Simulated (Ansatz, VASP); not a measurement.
## One calculation of HfN, two programs

```
CELL_PARAMETERS angstrom
0.00000 2.21382 2.25900
2.21382 0.00000 2.25900
2.21382 2.21382 0.00000
ATOMIC_POSITIONS crystal
Hf 0.00000 0.00000 0.00000
N 0.50000 0.50000 0.50000
```

Change from the starting cell: equal xx and yy strain of -2 %.

Alike in both runs: task single point; functional PBEsol; k mesh 10 × 10 × 10; occupations fermi-dirac, width 0.01 eV; no spin polarisation.

|  | VASP | Ansatz |
| --- | --- | --- |
| version | VASP 6.6.1 | Ansatz 0.2.0 |
| potentials or method | VASP PAW PBE potentials, release 64 (Hf_pv, N), cutoff 600 eV | all-electron LAPW, scalar-relativistic |

```csv
,VASP,Ansatz,Ansatz less VASP
pressure (GPa),6.9,9.2,+2.36
"traceless stress, the component that is largest in VASP (GPa)",-6.72,-6.71,+0.007
```

VASP's potentials were made for PBE, not for PBEsol. Ansatz ran all-electron here, and VASP with PAW potentials.

Spin-orbit coupling is off throughout.
